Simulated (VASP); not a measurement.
# Bi (Cmcm) in VASP: notebook

Bi is run at these levels: PBEsol; tasks: single point.

All numbers are computed with VASP 6.6.1; they aren't measurements. Logs are shortened: lines on timing, memory, paths and dates and some standing lists are left out, and cuts for length are marked.

## (1) The cell of the first run

The structure is orthorhombic, space group Cmcm (No. 63). Conventional cell: a = 4.539 Å, b = 7.744 Å, c = 11.829 Å, α = 90.00°, β = 90.00°, γ = 90.00°. Within 5.9 Å of Bi (site symmetry m2m) lie 6 Bi at 4.49 to 4.54 Å.

## (2) Single point, PBEsol (strain -0.0150 x Voigt [0, 1, 0, 0, 0, 0])

The input, INCAR:

```
SYSTEM = Bi
PREC     = Accurate       ! precision mode
ENCUT    = 520            ! plane-wave cutoff, eV
EDIFF    = 1E-7           ! SCF threshold, eV
ISMEAR   = 0              ! smearing method
SIGMA    = 0.15           ! smearing width, eV
LREAL    = .False.        ! projectors in reciprocal space
LASPH    = .True.         ! aspherical terms in the spheres
NELM     = 60             ! most SCF steps
ALGO     = Fast           ! electronic algorithm
ISIF     = 2              ! what is computed and relaxed
LWAVE    = .False.        ! write WAVECAR
LCHARG   = .True.         ! write CHGCAR
GGA      = PS             ! functional
LELF     = .True.         ! ELF
LVHAR    = .True.       
NBANDS   = 22             ! bands
```

The input, KPOINTS:

```
regular mesh
0
Gamma
  12 12 4
  0 0 0
```

The input, POSCAR:

```
Bi
1.0
    4.5390002997      0.0000000000      0.0000000000
   -2.2695001499      3.8719262238      0.0000000000
    0.0000000000      0.0000000000     11.8290000000
Bi
2
Direct
    0.3333333333      0.6666666667      0.2500000000
    0.6666666667      0.3333333333      0.7500000000
```

Potentials or basis: VASP PAW PBE potentials, release 64 (Bi_d).

The run is started by

```console
$ cat potpaw_PBE.64/Bi_d/POTCAR > POTCAR
$ mpirun -np 1 vasp_std > vasp.out
```

OUTCAR:

```text
SYSTEM = Bi
   PREC = Accurate
   ENCUT = 520
   EDIFF = 1E-7
   ISMEAR = 0
   LREAL = .False.
   LASPH = .True.
   NELM = 60
   ISIF = 2
   GGA = PS

 ion  position               nearest neighbor table
   1  0.333  0.667  0.250-
   2  0.667  0.333  0.750-

  Warning from LATTYP: Monoclinic adjustment (A1->A3, A2->A1, A3->A2)!
  LATTYP: Found a base centered orthorhombic cell.
 ALAT       =     4.5390002997
 B/A-ratio  =     1.7060700454
 C/A-ratio  =     2.6060804624

  Lattice vectors:

 A1 = (   2.2695001499,  -3.8719262238,   0.0000000000)
 A2 = (   2.2695001498,   3.8719262238,   0.0000000000)
 A3 = (   0.0000000000,   0.0000000000,  11.8290000000)

Analysis of symmetry for initial positions (statically):
=====================================================================
 Subroutine PRICEL returns:
 Original cell was already a primitive cell.

 Routine SETGRP: Setting up the symmetry group for a
 base centered orthorhombic supercell.

 Subroutine GETGRP returns: Found  8 space group operations
 (whereof  4 operations were pure point group operations)
 out of a pool of  8 trial point group operations.

The static configuration has the point symmetry C_2h.
 The point group associated with its full space group is D_2h.

Analysis of symmetry for dynamics (positions and initial velocities):
=====================================================================
 Subroutine PRICEL returns:
 Original cell was already a primitive cell.

 Routine SETGRP: Setting up the symmetry group for a
 base centered orthorhombic supercell.

 Subroutine GETGRP returns: Found  8 space group operations
 (whereof  4 operations were pure point group operations)
 out of a pool of  8 trial point group operations.

The dynamic configuration has the point symmetry C_2h.
 The point group associated with its full space group is D_2h.

 Subroutine INISYM returns: Found  8 space group operations
 (whereof  4 operations are pure point group operations),
 and found     1 'primitive' translations

----------------------------------------------------------------------------------------

                                     Primitive cell

  volume of cell :     207.8908

  direct lattice vectors                    reciprocal lattice vectors
     4.539000300  0.000000000  0.000000000     0.220312830  0.129134692  0.000000000
    -2.269500150  3.871926224  0.000000000     0.000000000  0.258269384  0.000000000
     0.000000000  0.000000000 11.829000000     0.000000000  0.000000000  0.084538000

  length of vectors
     4.539000300  4.488033379 11.829000000     0.255369363  0.258269384  0.084538000

  position of ions in fractional coordinates (direct lattice)
     0.333333333  0.666666667  0.250000000
     0.666666667  0.333333333  0.750000000

  ion indices of the primitive-cell ions
   primitive index   ion index
                 1           1
                 2           2

----------------------------------------------------------------------------------------

 KPOINTS: regular mesh

Automatic generation of k-mesh.
 Grid dimensions read from file:
 generate k-points for:   12   12    4

 Generating k-lattice:

  Cartesian coordinates                     Fractional coordinates (reciprocal lattice)
     0.018359402  0.010761224  0.000000000     0.083333333  0.000000000  0.000000000
     0.000000000  0.021522449  0.000000000     0.000000000  0.083333333  0.000000000
     0.000000000  0.000000000  0.021134500     0.000000000  0.000000000  0.250000000

  Length of vectors
     0.021280780  0.021522449  0.021134500

  Shift w.r.t. Gamma in fractional coordinates (k-lattice)
     0.000000000  0.000000000  0.000000000

 Subroutine IBZKPT returns following result:
 ===========================================

 Found    129 irreducible k-points:

 Following reciprocal coordinates:
            Coordinates               Weight
  0.000000  0.000000  0.000000      1.000000
  0.083333  0.000000  0.000000      4.000000
  0.166667  0.000000  0.000000      4.000000
  0.250000 -0.000000  0.000000      4.000000
  0.333333 -0.000000  0.000000      4.000000
  0.416667  0.000000  0.000000      4.000000
[... 16 lines left out ...]
  0.333333  0.166667  0.000000      4.000000
  0.416667  0.166667  0.000000      4.000000
 [... further k-points ...]
   k-points           NKPTS =    129   k-points in BZ     NKDIM =    129   number of bands    NBANDS=     22
   number of dos      NEDOS =    301   number of ions     NIONS =      2
   total plane-waves  NPLWV = 116640
   dimension x,y,z NGX =    36 NGY =   36 NGZ =   90
   dimension x,y,z NGXF=    72 NGYF=   72 NGZF=  180
   ions per type =               2
   NGX,Y,Z   is equivalent  to a cutoff of  13.19, 13.34, 12.65 a.u.
   NGXF,Y,Z  is equivalent  to a cutoff of  26.37, 26.67, 25.30 a.u.
 SYSTEM =  Bi
   PREC   = accura    normal or accurate (medium, high low for compatibility)
   ISTART =      0    job   : 0-new  1-cont  2-samecut
   ICHARG =      2    charge: 1-file 2-atom 10-const
   ISPIN  =      1    spin polarized calculation?
   LNONCOLLINEAR =      F non collinear calculations
   LSORBIT =      F    spin-orbit coupling
   LASPH  =      T    aspherical Exc in radial PAW
   ENCUT  =  520.0 eV  38.22 Ry    6.18 a.u.   8.44  8.34 21.99*2*pi/ulx,y,z
   NELM   =     60;   NELMIN=  2; NELMDL= -5     # of ELM steps
   EDIFF  = 0.1E-06   stopping-criterion for ELM
   LREAL  =      F    real-space projection
   EDIFFG = 0.1E-05   stopping-criterion for IOM
   NSW    =      0    number of steps for IOM
   IBRION =     -1    ionic relax: 0-MD 1-quasi-New 2-CG
   NFREE  =      0    steps in history (QN), initial steepest desc. (CG)
   ISIF   =      2    stress and relaxation
   ISYM   =      2    0-nonsym 1-usesym 2-fastsym
   POTIM  = 0.5000    time-step for ionic-motion
   TEBEG  =    0.0;   TEEND  =   0.0 temperature during run
   PSTRESS=    0.0 pullay stress
   NELECT =      30.0000    total number of electrons
   NUPDOWN=      -1.0000    fix difference up-down
   EMIN   =  10.00;   EMAX   =-10.00  energy-range for DOS
   EFERMI =   0.00;   METHOD = LEGACY
   ISMEAR =     0;   SIGMA  =   0.15  broadening in eV -4-tet -1-fermi 0-gaus
   EFERMI_NEDOS =   21; number of points for ismear=-14 and -15
   IALGO  =     68    algorithm
   IMIX   =      4    mixing-type and parameters
     AMIX     =   0.40;   BMIX     =  1.00
     AMIX_MAG =   1.60;   BMIX_MAG =  1.00
  volume/ion in A,a.u.               =     103.95       701.46
  Fermi-wavevector in a.u.,A,eV,Ry     =   0.858691  1.622690 10.032254  0.737350
  Thomas-Fermi vector in A             =   1.975933
   LORBIT       =      0    0 simple, 1 ext, 2 COOP (PROOUT), +10 PAW based schemes
   GGA     = PS    functional components
   LHFCALC =     F    Hartree Fock is set to
   AEXX    =    0.0000 exact exchange contribution
   IVDW    =     0    specifies the selected vdW correction
   LEPSILON=     F    determine dielectric tensor
   LRPA    =     F    only Hartree local field effects (RPA)
 non-spin polarized calculation
 RMM-DIIS sequential band-by-band and
 Gauss-broadening in eV      SIGMA  =   0.15
  energy-cutoff  :      520.00
  volume of cell :      207.89
 maximum number of plane-waves:      5657
 NGX is ok and might be reduce to    36
   NGX = 17   NGY = 17   NGZ = 43

 number of electron      29.9999999 magnetization

 Free energy of the ion-electron system (eV)
  ---------------------------------------------------
  ext. energy  EPLUGINS =         0.00000000
  ---------------------------------------------------
  free energy    TOTEN  =        -3.51015494 eV

  energy without entropy =       -3.42085574  energy(sigma->0) =       -3.46550534

 E-fermi :  -1.0791     XC(G=0):  -5.4663

 val. band max:       -1.0836885971   @ k =   0.1667   0.2500   0.5000
 cond. band min:      -1.0771411092   @ k =   0.1667   0.1667   0.0000
 fundamental gap:      0.0065474879
 Fermi energy:        -1.0790562505

 k-point     1 :       0.0000    0.0000    0.0000
  band No.  band energies     occupation
      1     -23.8732      2.00000
      2     -23.8732      2.00000
      3     -23.8727      2.00000
      4     -23.8727      2.00000
      5     -23.8601      2.00000
      6     -23.8601      2.00000
[... 14 lines left out ...]
     21       4.5950      0.00000
     22       4.8023      0.00000

 k-point     2 :       0.0833    0.0000    0.0000
  band No.  band energies     occupation
      1     -23.8731      2.00000
      2     -23.8731      2.00000
      3     -23.8722      2.00000
      4     -23.8722      2.00000
      5     -23.8602      2.00000
      6     -23.8602      2.00000
[... 14 lines left out ...]
     21       4.7792      0.00000
     22       4.8550      0.00000

 k-point     3 :       0.1667    0.0000    0.0000
  band No.  band energies     occupation
      1     -23.8730      2.00000
      2     -23.8730      2.00000
      3     -23.8709      2.00000
      4     -23.8709      2.00000
      5     -23.8606      2.00000
      6     -23.8606      2.00000
[... 14 lines left out ...]
     21       4.6856      0.00000
     22       5.3045      0.00000

 k-point     4 :       0.2500   -0.0000    0.0000
  band No.  band energies     occupation
      1     -23.8730      2.00000
      2     -23.8730      2.00000
      3     -23.8690      2.00000
      4     -23.8690      2.00000
      5     -23.8611      2.00000
      6     -23.8611      2.00000
[... 14 lines left out ...]
     21       4.6658      0.00000
     22       5.1661      0.00000

 k-point     5 :       0.3333   -0.0000    0.0000
  band No.  band energies     occupation
      1     -23.8730      2.00000
      2     -23.8730      2.00000
      3     -23.8671      2.00000
      4     -23.8671      2.00000
      5     -23.8617      2.00000
      6     -23.8617      2.00000
[... 417 lines left out ...]
 k-point    22 :       0.2500    0.1667    0.0000
  band No.  band energies     occupation
      1     -23.8719      2.00000
      2     -23.8718      2.00000
      3     -23.8675      2.00000
      4     -23.8675      2.00000
      5     -23.8615      2.00000
      6     -23.8615      2.00000
[... 14 lines left out ...]
     21       4.9867      0.00000
     22       5.5236      0.00000

 k-point    23 :       0.3333    0.1667    0.0000
  band No.  band energies     occupation
      1     -23.8715      2.00000
      2     -23.8715      2.00000
      3     -23.8666      2.00000
      4     -23.8666      2.00000
      5     -23.8619      2.00000
      6     -23.8619      2.00000
[... 14 lines left out ...]
     21       4.6570      0.00000
     22       5.2613      0.00000

 k-point    24 :       0.4167    0.1667    0.0000
  band No.  band energies     occupation
      1     -23.8714      2.00000
      2     -23.8714      2.00000
      3     -23.8662      2.00000
      4     -23.8662      2.00000
      5     -23.8622      2.00000
      6     -23.8622      2.00000
[... 14 lines left out ...]
     21       4.6196      0.00000
     22       5.0665      0.00000

 [... further k-points ...]
[... 5 lines left out ...]
  --------------------------------------------------------------------------------------
  -------------------------------------------------------------------------------------
  Total       -6.6342841     -6.8529743     -0.4990942      0.0000000      0.0000000      0.0000000
  in kB      -51.1292390    -52.8146452     -3.8464297      0.0000000      0.0000000      0.0000000
  external PRESSURE =     -35.9301046 kB  Pullay stress =       0.0000000 kB

 VOLUME and BASIS-vectors are now :
 -----------------------------------------------------------------------------
  energy-cutoff  :      520.00
  volume of cell :      207.89
      direct lattice vectors                 reciprocal lattice vectors
     4.539000300  0.000000000  0.000000000     0.220312830  0.129134692  0.000000000
    -2.269500150  3.871926224  0.000000000     0.000000000  0.258269384  0.000000000
     0.000000000  0.000000000 11.829000000     0.000000000  0.000000000  0.084538000

 POSITION                                       TOTAL-FORCE (eV/Angst)
 -----------------------------------------------------------------------------------
     -0.00000      2.58128      2.95725        -0.000000      0.000843      0.000000
      2.26950      1.29064      8.87175         0.000000     -0.000843     -0.000000
 -----------------------------------------------------------------------------------
    total drift:                               -0.000000      0.000000      0.000000

  FREE ENERGIE OF THE ION-ELECTRON SYSTEM (eV)
  ---------------------------------------------------
  free  energy   TOTEN  =        -3.5101549391 eV

  energy  without entropy=       -3.4208557418  energy(sigma->0) =       -3.46550534
```

Run time: 6.2 min. Hardware: 1 thread of Intel Xeon 6975P-C (Granite Rapids), shared host; peak memory 0.64 GiB.

What came out:

| Item | Value |
| --- | --- |
| Free energy | -3.5102 eV |
| Pressure | -3.6 GPa |
| Band gap on the k mesh | zero (bands 15 and 16 overlap by 2.21 eV) |

Caveat: the cell differs from its parent crystal (strain -0.0150 x Voigt [0, 1, 0, 0, 0, 0]); the cell stands under tension; the PAW data sets were made with another functional, which shifts forces and pressure a little; spin-orbit coupling is left out, which moves the levels of the heavy elements.

## (3) Single point, PBEsol (strain +0.0150 x Voigt [0, 1, 0, 0, 0, 0])

The input, INCAR:

```
SYSTEM = Bi
PREC = Accurate
ENCUT = 520
EDIFF = 1E-6
ISMEAR = 0
SIGMA = 0.15
LREAL = .FALSE.
LASPH = .TRUE.
NELM = 100
ALGO = Fast
ISIF = 2
LWAVE = .FALSE.
LCHARG = .FALSE.
GGA = PS
NBANDS = 22
```

The input, KPOINTS:

```
regular mesh
0
G
  12 12 4
  0 0 0
```

The input, POSCAR:

```
Bi
1.0
    4.5390002997      0.0000000000      0.0000000000
   -2.2695001499      3.9898529108      0.0000000000
    0.0000000000      0.0000000000     11.8290000000
Bi
2
Direct
    0.3333333333      0.6666666667      0.2500000000
    0.6666666667      0.3333333333      0.7500000000
```

Potentials or basis: VASP PAW PBE potentials, release 64 (Bi_d).

The run is started by

```console
$ cat potpaw_PBE.64/Bi_d/POTCAR > POTCAR
$ mpirun -np 1 vasp_std > vasp.out
```

It took 4.7 min on 1 thread of Intel Xeon 6975P-C (Granite Rapids), shared host; peak memory 0.66 GiB.

It converged, with:

| Quantity | Value |
| --- | --- |
| Free energy | -3.3118 eV |
| Pressure | -3.4 GPa |
| Band gap on the k mesh | zero (bands 15 and 16 overlap by 2.04 eV) |

Stress tensor (GPa, compression positive):
```
-4.97  0.00  0.00
 0.00 -4.80  0.00
 0.00  0.00 -0.38
```

Levels at points of the mesh, in eV from the Fermi level:
| k point | band 12 | band 13 | band 14 | band 15 | band 16 | band 17 | band 18 | band 19 |
| --- | --- | --- | --- | --- | --- | --- | --- | --- |
| (0.00, 0.00, 0.00) | -10.33 | -0.82 | -0.32 | 1.31 | 1.32 | 1.37 | 1.38 | 3.00 |
| (0.50, 0.00, 0.00) | -10.02 | -1.37 | -1.34 | 0.07 | 0.21 | 0.64 | 0.67 | 4.76 |
| (0.00, 0.50, 0.00) | -10.04 | -1.37 | -1.34 | 0.04 | 0.18 | 0.73 | 0.76 | 4.73 |
| (0.00, 0.00, 0.50) | -10.34 | -0.60 | -0.60 | 1.31 | 1.31 | 1.37 | 1.37 | 3.71 |
| (0.50, 0.00, 0.50) | -10.02 | -1.36 | -1.36 | 0.14 | 0.14 | 0.65 | 0.65 | 4.66 |
| (0.00, 0.50, 0.50) | -10.04 | -1.36 | -1.36 | 0.11 | 0.11 | 0.74 | 0.74 | 4.64 |

Caveat: the cell differs from its parent crystal (strain +0.0150 x Voigt [0, 1, 0, 0, 0, 0]); the cell stands under tension; the PAW data sets were made with another functional, which shifts forces and pressure a little; spin-orbit coupling is left out, which moves the levels of the heavy elements.

## (4) Single point, PBEsol (strain +0.0300 x Voigt [0, 1, 0, 0, 0, 0])

The input, INCAR:

```
PREC = Accurate
ENCUT = 520
EDIFF = 1E-7
ISMEAR = 0
SIGMA = 0.15
LREAL = False
LASPH = True
NELM = 60
ALGO = Fast
ISIF = 2
LWAVE = False
LCHARG = True
GGA = PS
LELF = True
LVHAR = True
NBANDS = 22
```

The input, KPOINTS:

```
regular mesh
0
Gamma
  12 12 4
```

The input, POSCAR:

```
Bi
1.0
    4.5390002997      0.0000000000      0.0000000000
   -2.2695001499      4.0488162543      0.0000000000
    0.0000000000      0.0000000000     11.8290000000
Bi
2
Direct
    0.3333333333      0.6666666667      0.2500000000
    0.6666666667      0.3333333333      0.7500000000
```

The run is started by

```console
$ cat potpaw_PBE.64/Bi_d/POTCAR > POTCAR
$ mpirun -np 1 vasp_std > vasp.out
```

Wall time 6.2 min (1 thread of Intel Xeon 6975P-C (Granite Rapids), shared host); peak memory 0.66 GiB.

The run converged. Its results:

```yaml
Free_energy: -3.2196 eV
Pressure: -3.3 GPa
Band_gap_on_the_k_mesh: zero (bands 15 and 16 overlap by 1.92 eV)
```

Stress tensor (GPa, compression positive):
```
-4.91  0.00  0.00
 0.00 -4.58  0.00
 0.00  0.00 -0.39
```

Levels at points of the mesh, in eV from the Fermi level:
```tsv
k point	band 13	band 14	band 15	band 16	band 17	band 18
(0.00, 0.00, 0.00)	-0.79	-0.30	1.22	1.24	1.35	1.36
(0.50, 0.00, 0.00)	-1.33	-1.30	0.07	0.21	0.59	0.62
(0.00, 0.50, 0.00)	-1.33	-1.29	0.01	0.16	0.76	0.79
(0.00, 0.00, 0.50)	-0.57	-0.57	1.23	1.23	1.35	1.35
(0.50, 0.00, 0.50)	-1.32	-1.32	0.14	0.14	0.60	0.60
(0.00, 0.50, 0.50)	-1.31	-1.31	0.09	0.09	0.78	0.78
```

Caveat: the cell differs from its parent crystal (strain +0.0300 x Voigt [0, 1, 0, 0, 0, 0]); the cell stands under tension; the PAW data sets were made with another functional, which shifts forces and pressure a little; spin-orbit coupling is left out, which moves the levels of the heavy elements.

## (5) The runs side by side

```tsv
cell	further INCAR settings	gap on the mesh (eV)	pressure (GPa)
a = 4.539, b = 4.488, c = 11.829 Å, angles 90.0, 90.0, 120.4°, 2 atoms	ALGO = Fast; EDIFF = 1e-07; NBANDS = 22	none	-3.6
a = 4.539, b = 4.590, c = 11.829 Å, angles 90.0, 90.0, 119.6°, 2 atoms	ALGO = Fast; EDIFF = 1e-06; NBANDS = 22	none	-3.4
a = 4.539, b = 4.642, c = 11.829 Å, angles 90.0, 90.0, 119.3°, 2 atoms	ALGO = Fast; EDIFF = 1e-07; NBANDS = 22	none	-3.3
```

Alike in all rows: task single point; level PBEsol; potentials or basis VASP PAW PBE potentials, release 64 (Bi_d); no spin polarisation; k mesh 12 × 12 × 4; cutoff (eV) 520; smearing gaussian 0.15 eV.

Caveats: the cell stands under tension; the PAW data sets were made with another functional, which shifts forces and pressure a little; spin-orbit coupling is left out, which moves the levels of the heavy elements.

Total energies depend on the potentials used, so only differences within one code and one set of settings carry meaning.
